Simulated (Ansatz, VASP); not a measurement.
CdSb3O in VASP and in Ansatz

```xyz
5
Lattice="3.2544 0.0000 0.0000 0.0000 3.2544 0.0000 0.0000 0.0000 12.4601" Properties=species:S:1:pos:R:3 pbc="T T T"
Cd    1.6272    1.6272    0.0000
Sb    0.0000    0.0000    6.2300
Sb    1.6272    1.6272    2.8179
Sb    1.6272    1.6272    9.6422
O     1.6272    1.6272    6.2300
```

Alike in both runs: functional PBE; k mesh 6 × 6 × 2; occupations gaussian, width 0.1 eV; no spin polarisation.

Ansatz relaxed the structure, and its values are those at the end. VASP's run is a single point on that final structure, the one shown.

|  | VASP | Ansatz |
| --- | --- | --- |
| version | VASP 6.6.1 | Ansatz 0.2.0 |
| potentials or method | VASP PAW PBE potentials, release 64 (Cd, Sb, O), cutoff 520 eV | scalar-relativistic, plane waves, PAW |
| valence electrons in the cell | 33 | 71 |

|  | VASP | Ansatz | Ansatz less VASP |
| --- | --- | --- | --- |
| gap on the k mesh at the Fermi level (eV) | none | none | - |
| pressure (GPa) | -0.2 | 0.0 | +0.21 |
| rms of the force components (eV/Å) | 0.007 | 0.000 | -0.0067 |

A gap of «none» marks a metal or a gap that the smearing closes. The functional is the same, so the differences come from potentials, cutoffs and numerics. VASP's potentials hold 33 valence electrons a cell and Ansatz's 71, so a difference there can come from the potentials and not from the codes.

Neither program's run includes spin-orbit coupling.
